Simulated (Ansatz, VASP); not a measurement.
Ti in VASP and in Ansatz

The input INCAR:

```
PREC = Accurate
ENCUT = 520
EDIFF = 1E-7
ISMEAR = -1
SIGMA = 0.08
LREAL = F
LASPH = T
NELM = 60
ALGO = Normal
ISIF = 2
LWAVE = F
LCHARG = T
GGA = PE
LELF = T
LVHAR = T
NBANDS = 12
```

File KPOINTS:

```
regular mesh
0
Gamma
  15 15 14
```

File POSCAR:

```
Ti
1.0
    2.6647061590      0.0000000000      0.0000000000
   -1.3323530795      2.3077032273      0.0000000000
    0.0000000000      0.0000000000      2.6480115677
Ti
1
Direct
    0.0000000000      0.0000000000      0.0000000000
```

Input for Ansatz:

```yaml
crystal:
  lattice:
    - [2.664706159, 0.0, 0.0]
    - [-1.3323530795, 2.3077032273, 0.0]
    - [0.0, 0.0, 2.6480115677]
  atoms:
    - { symbol: Ti, position: [0.0, 0.0, 0.0] }
kpoints:
  mp_grid: { grid: [15, 15, 14] }
scf:
  occupations: { method: fermi_dirac, width: 0.08 }
hamiltonian:
  xc: pbe
  pseudopotentials: { kind: all_electron, lapw: { basis_error: 0.001 } }
output:
  forces: true
  stress: true
  eigenvalues: true
  populations: true
```

Change from the starting cell: volume scaled by 0.92, LAPW.

Alike in both runs: task single point; functional PBE; k mesh 15 × 15 × 14; occupations fermi-dirac, width 0.08 eV; no spin polarisation.

|  | VASP | Ansatz |
| --- | --- | --- |
| version | VASP 6.6.1 | Ansatz 0.2.0 |
| potentials or method | VASP PAW PBE potentials, release 64 (Ti_sv), cutoff 520 eV | all-electron LAPW, scalar-relativistic |

```tsv
	VASP	Ansatz	Ansatz less VASP
pressure (GPa)	8.7	9.0	+0.26
```

Ansatz ran all-electron here, and VASP with PAW potentials.
